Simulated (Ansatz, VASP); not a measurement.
# AlNi3: VASP beside Ansatz

File POSCAR:

```
AlNi3
1.0
    3.5261476939      0.0000000000      0.0000000000
    0.0000000000      3.5261476939      0.0000000000
    0.0000000000      0.0000000000      3.5261476939
Al Ni
1 3
Direct
    0.0000000000      0.0000000000      0.0000000000
    0.0000000000      0.5000000000      0.5000000000
    0.5000000000      0.0000000000      0.5000000000
    0.5000000000      0.5000000000      0.0000000000
```

File INCAR.step1:

```
SYSTEM = AlNi3
PREC     = Accurate       ! precision mode
ENCUT    = 520            ! plane-wave cutoff, eV
ISMEAR   = 0              ! smearing method
SIGMA    = 0.1            ! smearing width, eV
LREAL    = .False.        ! projectors in reciprocal space
LASPH    = .True.         ! aspherical terms in the spheres
NELM     = 150            ! most SCF steps
ISPIN    = 2              ! spin polarisation
MAGMOM   = 0 0.4 0.4 0.4  ! initial moments
LMAXMIX  = 4              ! l up to which the mixer works
NBANDS   = 28             ! bands
GGA      = PE             ! functional
ALGO     = Normal         ! electronic algorithm
EDIFF    = 1E-4           ! SCF threshold, eV
LWAVE    = .True.         ! write WAVECAR
LCHARG   = .False.        ! write CHGCAR
```

The input INCAR.step2:

```
SYSTEM = AlNi3
PREC     = Accurate       ! precision mode
ENCUT    = 520            ! plane-wave cutoff, eV
EDIFF    = 1E-7           ! SCF threshold, eV
ISMEAR   = 0              ! smearing method
SIGMA    = 0.1            ! smearing width, eV
LREAL    = .False.        ! projectors in reciprocal space
LASPH    = .True.         ! aspherical terms in the spheres
NELM     = 150            ! most SCF steps
ALGO     = Normal         ! electronic algorithm
ISIF     = 2              ! what is computed and relaxed
LWAVE    = .False.        ! write WAVECAR
LCHARG   = .False.        ! write CHGCAR
ISPIN    = 2              ! spin polarisation
MAGMOM   = 0 0.4 0.4 0.4  ! initial moments
LORBIT   = 11             ! projections on sites
LMAXMIX  = 4              ! l up to which the mixer works
METAGGA  = R2SCAN         ! meta-GGA
LMIXTAU  = .True.       
NBANDS   = 28             ! bands
ISTART   = 1
```

Contents of KPOINTS:

```
regular mesh
0
Gamma
  12 12 12
  0 0 0
```

Input for Ansatz:

```yaml
crystal:
  lattice:
    - [3.5261476939, 0.0, 0.0]
    - [0.0, 3.5261476939, 0.0]
    - [0.0, 0.0, 3.5261476939]
  atoms:
    - { symbol: Al, position: [0.0, 0.0, 0.0] }
    - { symbol: Ni, position: [0.0, 0.5, 0.5], spin: 0.4 }
    - { symbol: Ni, position: [0.5, 0.0, 0.5], spin: 0.4 }
    - { symbol: Ni, position: [0.5, 0.5, 0.0], spin: 0.4 }
basis:
  ecutwfc: 500
kpoints:
  mp_grid: { grid: [12, 12, 12] }
  band_path:
    path:
      - [[0.0, 0.0, 0.0], [0.0, 0.5, 0.0], [0.5, 0.5, 0.0], [0.0, 0.0, 0.0], [0.5, 0.5, 0.5], [0.0, 0.5, 0.0]]
      - [[0.5, 0.5, 0.5], [0.5, 0.5, 0.0]]
    npoints: 14
hamiltonian:
  xc: r2scan
scf:
  occupations: { method: gaussian, width: 0.1 }
  n_extra_bands: 10
output:
  forces: true
  stress: true
  eigenvalues: true
  populations: true
  dos: { projected: true, de: 0.02, nscf_kmesh: { grid: [18, 18, 18] } }
  bader: true
  write_density: true
  write_potential: true
  elf: true
  volumetric_format: npy
magnetization:
  spin_polarized: true
checkpoint:
  read: start.run
  write: ck
  compress: false
  write_wavefunctions: false
  write_every: 100000
```

Alike in both runs: task single point; functional r2SCAN; k mesh 12 × 12 × 12; occupations gaussian, width 0.1 eV; collinear spin.

```csv
,VASP,Ansatz
version,VASP 6.6.1,Ansatz 0.2.0
potentials or method,"VASP PAW PBE potentials, release 64 (Al, Ni), cutoff 520 eV","scalar-relativistic, plane waves, PAW"
valence electrons in the cell,33,57
```

VASP gave:

* gap on the k mesh at the Fermi level (eV): none
* pressure (GPa): 0.1
* net moment per atom (μB): 0.22
* size of the moment on the site where the two differ most (μB): 0.33

Task: Which values does Ansatz return?

Result: gap on the k mesh at the Fermi level (eV): none; pressure (GPa): 0.0; net moment per atom (μB): 0.23; size of the moment on the site where the two differ most (μB): 0.36.

VASP's potentials were made for PBE, not for r2SCAN. Site moments also hang on the region over which each program counts them. A gap of «none» marks a metal or a gap that the smearing closes. VASP's potentials hold 33 valence electrons a cell and Ansatz's 57, so a difference there can come from the potentials and not from the codes. Ansatz's warnings: stability check not made.
